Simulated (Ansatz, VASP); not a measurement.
## One calculation of TiSi2, two programs

```
Ti Si
1.0
     0.00000    4.09096    4.24775
     2.38093    0.00000    4.24775
     2.38093    4.09096    0.00000
Ti Si
2 4
Cartesian
  2.3809 4.0910 4.2478
  3.5714 6.1364 6.3716
  2.3809 6.8414 4.2478
  2.3809 1.3405 4.2478
  1.1905 0.7050 2.1239
  1.1905 3.3860 2.1239
```

Alike in both runs: functional PBEsol; k mesh 10 × 10 × 10; occupations gaussian, width 0.1 eV; no spin polarisation.

Ansatz relaxed the structure, and its values are those at the end. VASP's run is a single point on that final structure, the one shown.

|  | VASP | Ansatz |
| --- | --- | --- |
| version | VASP 6.6.1 | Ansatz 0.2.0 |
| potentials or method | VASP PAW PBE potentials, release 64 (Ti_sv, Si), cutoff 520 eV | scalar-relativistic, plane waves, PAW |
| valence electrons in the cell | 40 | 40 |

|  | VASP | Ansatz | Ansatz less VASP |
| --- | --- | --- | --- |
| gap on the k mesh at the Fermi level (eV) | none | none | - |
| pressure (GPa) | 0.2 | 0.0 | -0.18 |

VASP's potentials were made for PBE, not for PBEsol, and Ansatz warns of the same on its side. A gap of «none» marks a metal or a gap that the smearing closes.
